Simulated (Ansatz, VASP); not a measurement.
MgO: VASP beside Ansatz

```
Mg O
1.0
    -0.01040    2.07439    2.07439
     2.07439   -0.01040    2.07439
     2.07439    2.07439   -0.01040
Mg O
1 1
Direct
  0.00000 0.00000 0.00000
  0.50000 0.50000 0.50000
```

Change from the starting cell: equal xy, yz and zx engineering shears of -0.5 %.

Alike in both runs: functional LDA; k mesh 10 × 10 × 10; no spin polarisation.

Ansatz relaxed the structure, and its values are those at the end. VASP's run is a single point on that final structure, the one shown.

|  | VASP | Ansatz |
| --- | --- | --- |
| version | VASP 6.6.1 | Ansatz 0.2.0 |
| potentials or method | VASP PAW LDA potentials, release 64 (Mg, O), cutoff 520 eV | all-electron LAPW, scalar-relativistic |
| occupations | gaussian, width 0.01 eV | fixed |

Ansatz gave:

* gap on the k mesh at the Fermi level (eV): 5.00
* pressure (GPa): 0.3

Problem. What did VASP give for the same quantities?

Solution. gap on the k mesh at the Fermi level (eV): 5.00; pressure (GPa): -1.7.

LDA's correlation is that of Perdew and Zunger in VASP and of Perdew and Wang (1992) in Ansatz. Ansatz ran all-electron here, and VASP with PAW potentials.
